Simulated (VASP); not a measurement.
Runs of VASP 6.6.1 on Al4FeCo3. The structure is that of space group P4/mmm (No. 123), or close to it. The cells are those of the table. 

```csv
task,cell,k mesh,cutoff (eV),smearing,gap on the mesh (eV),pressure (GPa),largest force (eV/Å)
single point,"a = 4.036, b = 4.036, c = 5.711 Å, 8 atoms",6 × 6 × 4,520,gaussian 0.2 eV,none,-0.1,0.02
single point,"a = 3.868, b = 3.868, c = 5.472 Å, 8 atoms",10 × 10 × 8,520,gaussian 0.1 eV,none,30.0,0.02
single point,"a = 3.911, b = 3.911, c = 5.534 Å, 8 atoms",10 × 10 × 8,520,gaussian 0.1 eV,none,20.7,0.02
single point,"a = 3.954, b = 3.954, c = 5.594 Å, 8 atoms",10 × 10 × 8,520,gaussian 0.1 eV,none,(a),0.01
single point,"a = 4.036, b = 4.036, c = 5.711 Å, 8 atoms",4 × 4 × 4,520,gaussian 0.1 eV,none,-0.1,0.01
relaxation of shape and atoms at fixed volume,"relaxed from a = 3.911, b = 3.911, c = 5.534 Å, 8 atoms",10 × 10 × 8,600,gaussian 0.1 eV,none,20.6,-
```

Alike in all rows: level PBE; potentials or basis VASP PAW PBE potentials, release 64 (Al, Fe, Co); no spin polarisation.

Task: Estimate the missing entries.

Result: (a) 12.6.

Caveats: some runs use coarse meshes.

A gap of «none» marks levels without a gap at the run's occupations.
